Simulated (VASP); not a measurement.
# Sn (P6_3/mmc) in VASP: notebook

Sn is run at these levels: r2SCAN; tasks: single point.

Everything below comes from runs of VASP 6.6.1. Logs are shortened: lines on timing, memory, paths and dates and some standing lists are left out, and cuts for length are marked.

### Step 1. The cell of the first run

Symmetry: P6_3/mmc, No. 194, hexagonal system. Conventional cell: a = 5.036 Å, b = 5.036 Å, c = 6.078 Å, α = 90.00°, β = 90.00°, γ = 120.00°. Within 3.8 Å of Sn (site symmetry -6m2) lie 5 Sn at 2.91 to 3.04 Å. Within 3.8 Å of Sn (site symmetry -6m2) lie 3 Sn at 2.91 Å.

This isn't the form of Sn at room conditions, which is tetragonal (white tin).

### Step 2. Single point, r2SCAN

The input, POSCAR:

```
Sn
1.0
    5.0358698748      0.0000000000      0.0000000000
   -2.5179349374      4.3611912417      0.0000000000
    0.0000000000      0.0000000000      6.0778373614
Sn
4
Direct
    0.0000000000      0.0000000000      0.2500000000
    0.0000000000      0.0000000000      0.7500000000
    0.3333333333      0.6666666667      0.7500000000
    0.6666666667      0.3333333333      0.2500000000
```

The input, INCAR.step1:

```
SYSTEM = Sn
ALGO = Normal
EDIFF = 1E-4
ENCUT = 520
GGA = PE
ISMEAR = 0
LASPH = .True.
LCHARG = .False.
LREAL = .False.
LWAVE = .True.
NBANDS = 36
NELM = 60
PREC = Accurate
SIGMA = 0.1
```

The input, INCAR.step2:

```
SYSTEM = Sn
ALGO = Normal
EDIFF = 1E-7
ENCUT = 520
ISIF = 2
ISMEAR = 0
ISTART = 1
LASPH = .True.
LCHARG = .False.
LMIXTAU = .True.
LREAL = .False.
LWAVE = .False.
METAGGA = R2SCAN
NBANDS = 36
NELM = 60
PREC = Accurate
SIGMA = 0.1
```

The input, KPOINTS:

```
k-points
0
Gamma
  12 12 8
  0 0 0
```

Potentials or basis: VASP PAW PBE potentials, release 64 (Sn_d).

Command:

```bash
$ cat potpaw_PBE.64/Sn_d/POTCAR > POTCAR
$ cp INCAR.step1 INCAR
$ mpirun -np 1 vasp_std > vasp.out
$ cp INCAR.step2 INCAR
$ mpirun -np 1 vasp_std > vasp.out
```

OUTCAR:

```text
SYSTEM = Sn
   EDIFF = 1E-7
   ENCUT = 520
   ISIF = 2
   ISMEAR = 0
   ISTART = 1
   LASPH = .True.
   LREAL = .False.
   METAGGA = R2SCAN
   NELM = 60
   PREC = Accurate

 ion  position               nearest neighbor table
   1  0.000  0.000  0.250-   4 2.91   4 2.91   4 2.91   2 3.04   2 3.04
   2  0.000  0.000  0.750-   3 2.91   3 2.91   3 2.91   1 3.04   1 3.04
   3  0.333  0.667  0.750-   2 2.91   2 2.91   2 2.91
   4  0.667  0.333  0.250-   1 2.91   1 2.91   1 2.91

  LATTYP: Found a hexagonal cell.
 ALAT       =     5.0358698748
 C/A-ratio  =     1.2069091364

  Lattice vectors:

 A1 = (   5.0358698748,   0.0000000000,   0.0000000000)
 A2 = (  -2.5179349374,   4.3611912417,   0.0000000000)
 A3 = (   0.0000000000,   0.0000000000,   6.0778373614)

Analysis of symmetry for initial positions (statically):
=====================================================================
 Subroutine PRICEL returns:
 Original cell was already a primitive cell.

 Routine SETGRP: Setting up the symmetry group for a
 hexagonal supercell.

 Subroutine GETGRP returns: Found 24 space group operations
 (whereof 12 operations were pure point group operations)
 out of a pool of 24 trial point group operations.

The static configuration has the point symmetry D_3d.
 The point group associated with its full space group is D_6h.

Analysis of symmetry for dynamics (positions and initial velocities):
=====================================================================
 Subroutine PRICEL returns:
 Original cell was already a primitive cell.

 Routine SETGRP: Setting up the symmetry group for a
 hexagonal supercell.

 Subroutine GETGRP returns: Found 24 space group operations
 (whereof 12 operations were pure point group operations)
 out of a pool of 24 trial point group operations.

The dynamic configuration has the point symmetry D_3d.
 The point group associated with its full space group is D_6h.

 Subroutine INISYM returns: Found 24 space group operations
 (whereof 12 operations are pure point group operations),
 and found     1 'primitive' translations

----------------------------------------------------------------------------------------

                                     Primitive cell

  volume of cell :     133.4838

  direct lattice vectors                    reciprocal lattice vectors
     5.035869875  0.000000000  0.000000000     0.198575425  0.114647575  0.000000000
    -2.517934937  4.361191242  0.000000000     0.000000000  0.229295150  0.000000000
     0.000000000  0.000000000  6.077837361     0.000000000  0.000000000  0.164532208

  length of vectors
     5.035869875  5.035869875  6.077837361     0.229295150  0.229295150  0.164532208

  position of ions in fractional coordinates (direct lattice)
     0.000000000  0.000000000  0.250000000
     0.000000000  0.000000000  0.750000000
     0.333333333  0.666666667  0.750000000
     0.666666667  0.333333333  0.250000000

  ion indices of the primitive-cell ions
   primitive index   ion index
                 1           1
                 2           2
                 3           3
                 4           4

----------------------------------------------------------------------------------------

 KPOINTS: k-points

Automatic generation of k-mesh.
 Grid dimensions read from file:
 generate k-points for:   12   12    8

 Generating k-lattice:

  Cartesian coordinates                     Fractional coordinates (reciprocal lattice)
     0.016547952  0.009553965  0.000000000     0.083333333  0.000000000  0.000000000
     0.000000000  0.019107929  0.000000000     0.000000000  0.083333333  0.000000000
     0.000000000  0.000000000  0.020566526     0.000000000  0.000000000  0.125000000

  Length of vectors
     0.019107929  0.019107929  0.020566526

  Shift w.r.t. Gamma in fractional coordinates (k-lattice)
     0.000000000  0.000000000  0.000000000

 Subroutine IBZKPT returns following result:
 ===========================================

 Found     95 irreducible k-points:

 Following reciprocal coordinates:
            Coordinates               Weight
  0.000000  0.000000  0.000000      1.000000
  0.083333 -0.000000  0.000000      6.000000
  0.166667  0.000000  0.000000      6.000000
  0.250000 -0.000000  0.000000      6.000000
  0.333333  0.000000  0.000000      6.000000
  0.416667  0.000000  0.000000      6.000000
[... 16 lines left out ...]
  0.250000 -0.000000  0.125000     12.000000
  0.333333  0.000000  0.125000     12.000000
 [... further k-points ...]
   k-points           NKPTS =     95   k-points in BZ     NKDIM =     95   number of bands    NBANDS=     36
   number of dos      NEDOS =    301   number of ions     NIONS =      4
   total plane-waves  NPLWV =  76800
   dimension x,y,z NGX =    40 NGY =   40 NGZ =   48
   dimension x,y,z NGXF=    80 NGYF=   80 NGZF=   96
   ions per type =               4
   NGX,Y,Z   is equivalent  to a cutoff of  13.20, 13.20, 13.13 a.u.
   NGXF,Y,Z  is equivalent  to a cutoff of  26.41, 26.41, 26.26 a.u.
 SYSTEM =  Sn
   PREC   = accura    normal or accurate (medium, high low for compatibility)
   ISTART =      1    job   : 0-new  1-cont  2-samecut
   ICHARG =      0    charge: 1-file 2-atom 10-const
   ISPIN  =      1    spin polarized calculation?
   LNONCOLLINEAR =      F non collinear calculations
   LSORBIT =      F    spin-orbit coupling
   LASPH  =      T    aspherical Exc in radial PAW
   ENCUT  =  520.0 eV  38.22 Ry    6.18 a.u.   9.36  9.36 11.30*2*pi/ulx,y,z
   NELM   =     60;   NELMIN=  2; NELMDL=  0     # of ELM steps
   EDIFF  = 0.1E-06   stopping-criterion for ELM
   LREAL  =      F    real-space projection
   EDIFFG = 0.1E-05   stopping-criterion for IOM
   NSW    =      0    number of steps for IOM
   IBRION =     -1    ionic relax: 0-MD 1-quasi-New 2-CG
   NFREE  =      0    steps in history (QN), initial steepest desc. (CG)
   ISIF   =      2    stress and relaxation
   ISYM   =      2    0-nonsym 1-usesym 2-fastsym
   POTIM  = 0.5000    time-step for ionic-motion
   TEBEG  =    0.0;   TEEND  =   0.0 temperature during run
   PSTRESS=    0.0 pullay stress
   NELECT =      56.0000    total number of electrons
   NUPDOWN=      -1.0000    fix difference up-down
   EMIN   =  10.00;   EMAX   =-10.00  energy-range for DOS
   EFERMI =   0.00;   METHOD = LEGACY
   ISMEAR =     0;   SIGMA  =   0.10  broadening in eV -4-tet -1-fermi 0-gaus
   EFERMI_NEDOS =   21; number of points for ismear=-14 and -15
   IALGO  =     38    algorithm
   IMIX   =      4    mixing-type and parameters
     AMIX     =   0.40;   BMIX     =  1.00
     AMIX_MAG =   1.60;   BMIX_MAG =  1.00
  volume/ion in A,a.u.               =      33.37       225.20
  Fermi-wavevector in a.u.,A,eV,Ry     =   1.225541  2.315937 20.435289  1.501951
  Thomas-Fermi vector in A             =   2.360575
   LORBIT       =      0    0 simple, 1 ext, 2 COOP (PROOUT), +10 PAW based schemes
   METAGGA = R2SCAN    functional components
   LHFCALC =     F    Hartree Fock is set to
   AEXX    =    0.0000 exact exchange contribution
   IVDW    =     0    specifies the selected vdW correction
   LEPSILON=     F    determine dielectric tensor
   LRPA    =     F    only Hartree local field effects (RPA)
 non-spin polarized calculation
 Gauss-broadening in eV      SIGMA  =   0.10
  energy-cutoff  :      520.00
  volume of cell :      133.48
 maximum number of plane-waves:      3635
 NGX is ok and might be reduce to    40
   NGX = 19   NGY = 19   NGZ = 23

 number of electron      56.0000016 magnetization

 Free energy of the ion-electron system (eV)
  ---------------------------------------------------
  ext. energy  EPLUGINS =         0.00000000
  ---------------------------------------------------
  free energy    TOTEN  =       -97.41598218 eV

  energy without entropy =      -97.40702905  energy(sigma->0) =      -97.41150562

 E-fermi :   5.7983     XC(G=0):  -9.8964

 val. band max:        5.7945897905   @ k =   0.2500   0.0833   0.3750
 cond. band min:       5.8012997398   @ k =   0.3333   0.3333   0.3750
 fundamental gap:      0.0067099493
 Fermi energy:         5.7983485421

 k-point     1 :       0.0000    0.0000    0.0000
  band No.  band energies     occupation
      1     -16.6553      2.00000
      2     -16.5675      2.00000
      3     -16.5205      2.00000
      4     -16.5205      2.00000
      5     -16.5029      2.00000
      6     -16.5029      2.00000
[... 28 lines left out ...]
     35       9.3027      0.00000
     36      11.2726      0.00000

 k-point     2 :       0.0833   -0.0000    0.0000
  band No.  band energies     occupation
      1     -16.6546      2.00000
      2     -16.5689      2.00000
      3     -16.5233      2.00000
      4     -16.5211      2.00000
      5     -16.5054      2.00000
      6     -16.5052      2.00000
[... 28 lines left out ...]
     35       9.6012      0.00000
     36      11.5825      0.00000

 k-point     3 :       0.1667    0.0000    0.0000
  band No.  band energies     occupation
      1     -16.6529      2.00000
      2     -16.5739      2.00000
      3     -16.5307      2.00000
      4     -16.5291      2.00000
      5     -16.5265      2.00000
      6     -16.5211      2.00000
[... 28 lines left out ...]
     35      10.2847      0.00000
     36      11.4108      0.00000
[... 742 lines left out ...]
 k-point    23 :       0.2500   -0.0000    0.1250
  band No.  band energies     occupation
      1     -16.6426      2.00000
      2     -16.5834      2.00000
      3     -16.5569      2.00000
      4     -16.5500      2.00000
      5     -16.5441      2.00000
      6     -16.5330      2.00000
[... 28 lines left out ...]
     35      10.9413      0.00000
     36      11.3971      0.00000

 k-point    24 :       0.3333    0.0000    0.1250
  band No.  band energies     occupation
      1     -16.6398      2.00000
      2     -16.5942      2.00000
      3     -16.5800      2.00000
      4     -16.5699      2.00000
      5     -16.5633      2.00000
      6     -16.5381      2.00000
[... 28 lines left out ...]
     35      11.1652      0.00000
     36      11.8524      0.00000

 [... further k-points ...]

------------------------ aborting loop because EDIFF is reached ----------------------------------------

  FORCE on cell =-STRESS in cart. coord.  units (eV):
  Direction    XX          YY          ZZ          XY          YZ          ZX
  --------------------------------------------------------------------------------------
  -------------------------------------------------------------------------------------
  Total       -0.0274883     -0.0274883     -0.0367373      0.0000000      0.0000000      0.0000000
  in kB       -0.3299360     -0.3299360     -0.4409498      0.0000000      0.0000000      0.0000000
  external PRESSURE =      -0.3669406 kB  Pullay stress =       0.0000000 kB

 VOLUME and BASIS-vectors are now :
 -----------------------------------------------------------------------------
  energy-cutoff  :      520.00
  volume of cell :      133.48
      direct lattice vectors                 reciprocal lattice vectors
     5.035869875  0.000000000  0.000000000     0.198575425  0.114647575  0.000000000
    -2.517934937  4.361191242  0.000000000     0.000000000  0.229295150  0.000000000
     0.000000000  0.000000000  6.077837361     0.000000000  0.000000000  0.164532208

 POSITION                                       TOTAL-FORCE (eV/Angst)
 -----------------------------------------------------------------------------------
      0.00000      0.00000      1.51946         0.000000     -0.000000      0.000000
      0.00000      0.00000      4.55838        -0.000000      0.000000      0.000000
     -0.00000      2.90746      4.55838        -0.000000      0.000000      0.000000
      2.51793      1.45373      1.51946         0.000000      0.000000     -0.000000
 -----------------------------------------------------------------------------------
    total drift:                                0.000000     -0.000000      0.000000

  FREE ENERGIE OF THE ION-ELECTRON SYSTEM (eV)
  ---------------------------------------------------
  free  energy   TOTEN  =       -97.4159821846 eV

  energy  without entropy=      -97.4070290507  energy(sigma->0) =      -97.41150562
```

It took 21 min on 1 thread of AMD EPYC 9R14 (Zen 4), shared host; peak memory 0.48 GiB.

What came out:

| Item | Value |
| --- | --- |
| Free energy | -97.4160 eV |
| Pressure | 0.0 GPa |
| Band gap on the k mesh | zero (bands 28 and 29 overlap by 2.41 eV) |

Caveat: the PAW data sets were made with another functional, which shifts forces and pressure a little; spin-orbit coupling is left out, which moves the levels of the heavy elements.

### Step 3. Single point, r2SCAN

This run uses another cell than the first one, of 35.37 Å³/atom.

The input, POSCAR:

```
Sn
1.0
    4.6275495086      0.0000000000      0.0000000000
   -2.3137747543      4.0075754318      0.0000000000
    0.0000000000      0.0000000000      7.6287050487
Sn
4
Direct
    0.3333333333      0.6666666667      0.4370038183
    0.6666666667      0.3333333333      0.9370038183
    0.6666666667      0.3333333333      0.5629961817
    0.3333333333      0.6666666667      0.0629961817
```

The input, INCAR.step1:

```
SYSTEM = Sn
ALGO = Normal
EDIFF = 1E-5
ENCUT = 550
GGA = PE
GGA_COMPAT = .False.
ISMEAR = 0
LASPH = .True.
LCHARG = .False.
LREAL = .False.
LWAVE = .True.
NBANDS = 36
NELM = 120
PREC = Accurate
SIGMA = 0.1
```

INCAR.step2, as its differences from that of step 2:

```diff
@@ -2,4 +2,5 @@
 ALGO = Normal
-EDIFF = 1E-7
-ENCUT = 520
+EDIFF = 1E-6
+ENCUT = 550
+GGA_COMPAT = .False.
 ISIF = 2
@@ -14,3 +15,3 @@
 NBANDS = 36
-NELM = 60
+NELM = 120
 PREC = Accurate
```

The input, KPOINTS:

```
k-points
0
Gamma
  12 12 6
  0 0 0
```

Potentials or basis: VASP PAW PBE potentials, release 64 (Sn_d).

Command:

```bash
$ cat potpaw_PBE.64/Sn_d/POTCAR > POTCAR
$ cp INCAR.step1 INCAR
$ mpirun -np 1 vasp_std > vasp.out
$ cp INCAR.step2 INCAR
$ mpirun -np 1 vasp_std > vasp.out
```

OUTCAR:

```text
SYSTEM = Sn
   EDIFF = 1E-6
   ENCUT = 550
   ISIF = 2
   ISMEAR = 0
   ISTART = 1
   LASPH = .True.
   LREAL = .False.
   METAGGA = R2SCAN
   NELM = 120
   PREC = Accurate

 ion  position               nearest neighbor table
   1  0.333  0.667  0.437-   3 2.84   3 2.84   3 2.84   4 2.85
   2  0.667  0.333  0.937-   4 2.84   4 2.84   4 2.84   3 2.85
   3  0.667  0.333  0.563-   1 2.84   1 2.84   1 2.84   2 2.85
   4  0.333  0.667  0.063-   2 2.84   2 2.84   2 2.84   1 2.85

  LATTYP: Found a hexagonal cell.
 ALAT       =     4.6275495086
[... 1137 lines left out ...]
  Direction    XX          YY          ZZ          XY          YZ          ZX
  --------------------------------------------------------------------------------------
  -------------------------------------------------------------------------------------
  Total       -0.0244390     -0.0244390     -0.0428497      0.0000000      0.0000000      0.0000000
  in kB       -0.2767647     -0.2767647     -0.4852600      0.0000000      0.0000000      0.0000000
  external PRESSURE =      -0.3462631 kB  Pullay stress =       0.0000000 kB

 VOLUME and BASIS-vectors are now :
 -----------------------------------------------------------------------------
  energy-cutoff  :      550.00
  volume of cell :      141.48
      direct lattice vectors                 reciprocal lattice vectors
     4.627549509  0.000000000  0.000000000     0.216097094  0.124763715  0.000000000
    -2.313774754  4.007575432  0.000000000     0.000000000  0.249527430  0.000000000
     0.000000000  0.000000000  7.628705049     0.000000000  0.000000000  0.131083846

 POSITION                                       TOTAL-FORCE (eV/Angst)
 -----------------------------------------------------------------------------------
     -0.00000      2.67172      3.33377         0.000000     -0.000000      0.006802
      2.31377      1.33586      7.14813        -0.000000      0.000000      0.006802
      2.31377      1.33586      4.29493         0.000000      0.000000     -0.006802
     -0.00000      2.67172      0.48058         0.000000     -0.000000     -0.006802
 -----------------------------------------------------------------------------------
    total drift:                                0.000000     -0.000000      0.000000

  FREE ENERGIE OF THE ION-ELECTRON SYSTEM (eV)
  ---------------------------------------------------
  free  energy   TOTEN  =       -98.9320527190 eV

  energy  without entropy=      -98.9314099411  energy(sigma->0) =      -98.93173133
```

OSZICAR.step1:

```text
N       E                     dE             d eps       ncg     rms          rms(c)
DAV:   1     0.565306367147E+03    0.56531E+03   -0.29546E+04  5524   0.232E+03
DAV:   2     0.632329013563E+02   -0.50207E+03   -0.49433E+03  5472   0.582E+02
DAV:   3    -0.117393079833E+02   -0.74972E+02   -0.74138E+02  6060   0.199E+02
DAV:   4    -0.153014005772E+02   -0.35621E+01   -0.35529E+01  6264   0.484E+01
DAV:   5    -0.154032593774E+02   -0.10186E+00   -0.10185E+00  7068   0.825E+00    0.435E+00
DAV:   6    -0.153280807170E+02    0.75179E-01   -0.68757E-02  7152   0.236E+00    0.256E+00
DAV:   7    -0.152905047075E+02    0.37576E-01   -0.96904E-02  5956   0.264E+00    0.233E-01
DAV:   8    -0.152945726322E+02   -0.40679E-02   -0.14863E-02  6088   0.120E+00    0.627E-02
DAV:   9    -0.152949613122E+02   -0.38868E-03   -0.79182E-04  7708   0.233E-01    0.393E-02
DAV:  10    -0.152952347851E+02   -0.27347E-03   -0.48201E-04  5872   0.109E-01    0.108E-02
DAV:  11    -0.152952428852E+02   -0.81001E-05   -0.11297E-05  4808   0.215E-02
   1 F= -.15295243E+02 E0= -.15294817E+02  d E =-.850928E-03
```

Wall time 24 min (1 thread of Oxide Virtual Turin-like, shared host); peak memory 0.46 GiB.

Results:

- Free energy: -98.9321 eV
- Pressure: 0.0 GPa
- Largest force: 0.007 eV/Å

Forces in eV/Å, atoms in the order of the input:
```
Sn   0.000  0.000  0.007
Sn   0.000  0.000  0.007
Sn   0.000  0.000 -0.007
Sn   0.000  0.000 -0.007
```

Levels at points of the mesh, in eV from the Fermi level:
```tsv
k point	band 24	band 25	band 26	band 27	band 28	band 29	band 30	band 31	band 32	band 33
(0.00, 0.00, 0.00)	-1.28	-1.28	-0.59	-0.15	-0.12	0.07	0.07	2.01	2.01	2.38
(0.50, 0.00, 0.00)	-5.93	-3.72	-2.59	-2.24	-1.26	0.71	1.33	3.25	3.31	3.72
(0.00, 0.00, 0.50)	-4.24	-0.75	-0.75	-0.75	-0.75	0.48	0.48	2.96	2.96	2.96
(0.50, 0.00, 0.50)	-6.80	-2.16	-2.16	-2.04	-2.04	0.55	0.55	2.09	2.09	5.23
```

Caveat: the PAW data sets were made with another functional, which shifts forces and pressure a little; spin-orbit coupling is left out, which moves the levels of the heavy elements.
